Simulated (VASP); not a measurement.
**BaTiO3: electric field gradients with PBE**

Crystal: BaTiO3.

```
CELL_PARAMETERS angstrom
4.06224 0.00000 0.00000
0.00000 2.89269 2.90161
0.00000 -2.89269 2.90161
ATOMIC_POSITIONS crystal
Ba 0.00000 0.00000 0.00000
Ti 0.50000 0.50790 0.50790
O 0.00000 0.49210 0.49210
O 0.50000 0.50251 0.99371
O 0.50000 0.99371 0.50251
```

This cell differs from its parent crystal: volume scaled by 1.06.

| Quantity | Value |
| --- | --- |
| Program | VASP 6.6.1 |
| Task | electric field gradients |
| Functional | PBE |
| Potentials or basis | VASP PAW PBE potentials, release 64 (Ba_sv, Ti_sv, O) |
| Cutoff | 520 eV |
| k mesh | 8 × 8 × 8 |
| Occupations | fermi-dirac, width 0.05 eV |
| Spin | no spin polarisation |
| Dipole correction | no |
| Further INCAR settings | ALGO = Normal; EDIFF = 1e-08; NBANDS = 28 |

| Quantity | Value |
| --- | --- |
| Pressure | -5.4 GPa |
| Largest force | 0.367 eV/Å |
| Band gap on the k mesh | 1.67 eV, indirect (least direct gap 1.90 eV) |

Forces in eV/Å, atoms in the order of the input:
```
Ba   0.000  0.000  0.083
Ti   0.000  0.000  0.367
O    0.000  0.000  0.115
O    0.000  0.129 -0.282
O    0.000 -0.129 -0.282
```

Stress tensor (GPa, compression positive):
```
-4.86  0.00  0.00
 0.00 -5.34  0.00
 0.00  0.00 -5.97
```

Levels at points of the mesh, in eV from the valence-band top:
```tsv
k point	band 16	band 17	band 18	band 19	band 20	band 21	band 22	band 23	band 24	band 25
(0.00, 0.00, 0.00)	-1.02	-1.00	-0.28	-0.25	-0.22	1.67	1.70	1.76	3.54	3.59
(0.50, 0.00, 0.00)	-1.82	-1.73	-1.72	-0.78	-0.74	1.83	3.23	3.26	3.54	5.36
(0.00, 0.50, 0.00)	-1.82	-1.74	-1.63	-0.76	-0.72	1.84	3.20	3.21	3.58	5.38
(0.50, 0.50, 0.00)	-2.50	-1.73	-0.89	-0.89	-0.08	3.21	3.26	3.61	4.27	7.05
(0.00, 0.50, 0.50)	-2.46	-1.71	-0.94	-0.92	-0.11	3.20	3.23	3.59	4.36	7.00
(0.50, 0.50, 0.50)	-2.43	-2.38	-0.03	0.00	0.00	3.80	3.81	3.83	6.41	6.41
```

Electric field gradients, principal values (V/Å²):
```tsv
atom	least	middle	greatest (by size)
1 Ba	0.509	0.682	-1.192
2 Ti	2.579	2.790	-5.368
3 O	-14.181	-15.026	29.207
4 O	-14.164	-15.589	29.753
5 O	-14.164	-15.589	29.753
```

It took 92 s on 1 thread of Intel(R) Xeon(R) 6975P-C (Granite Rapids), on a shared host, peak memory 0.31 GiB.

Caveat: without QUAD_EFG the Cq values of the log hold for a quadrupole moment of 1 mb, not for the nuclei; spin-orbit coupling is left out, which moves the levels of the heavy elements. A k mesh can miss the band edges.
